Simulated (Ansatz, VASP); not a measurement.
## Pd: VASP beside Ansatz

INCAR

```
PREC = Accurate
ENCUT = 520
EDIFF = 1E-6
ISMEAR = -1
SIGMA = 0.05
LREAL = F
LASPH = T
NELM = 100
ALGO = Normal
ISIF = 2
LWAVE = F
LCHARG = F
GGA = PE
NBANDS = 11
```

File KPOINTS:

```
Automatic mesh
0
Gamma
  18 18 18
```

The input POSCAR:

```
Pd
1.0
    0.0000000000      1.9577805078      1.9577805078
    1.9577805078      0.0000000000      1.9577805078
    1.9577805078      1.9577805078      0.0000000000
Pd
1
Direct
    0.0000000000      0.0000000000      0.0000000000
```

Input for Ansatz:

```yaml
crystal:
  lattice:
    - [0.0, 1.9577805078, 1.9577805078]
    - [1.9577805078, 0.0, 1.9577805078]
    - [1.9577805078, 1.9577805078, 0.0]
  atoms:
    - { symbol: Pd, position: [0.0, 0.0, 0.0] }
kpoints:
  mp_grid: { grid: [18, 18, 18] }
scf:
  occupations: { method: fermi_dirac, width: 0.05 }
hamiltonian:
  xc: pbe
  pseudopotentials: { kind: all_electron, lapw: { basis_error: 0.00025 } }
output:
  forces: true
  stress: true
  eigenvalues: true
```

Change from the starting cell: volume scaled by 1.02.

Alike in both runs: task single point; functional PBE; k mesh 18 × 18 × 18; occupations fermi-dirac, width 0.05 eV; no spin polarisation.

```csv
,VASP,Ansatz
version,VASP 6.6.1,Ansatz 0.2.0
potentials or method,"VASP PAW PBE potentials, release 64 (Pd), cutoff 520 eV","all-electron LAPW, scalar-relativistic"
```

|  | VASP | Ansatz | Ansatz less VASP |
| --- | --- | --- | --- |
| pressure (GPa) | 3.4 | 3.6 | +0.22 |

Ansatz ran all-electron here, and VASP with PAW potentials.
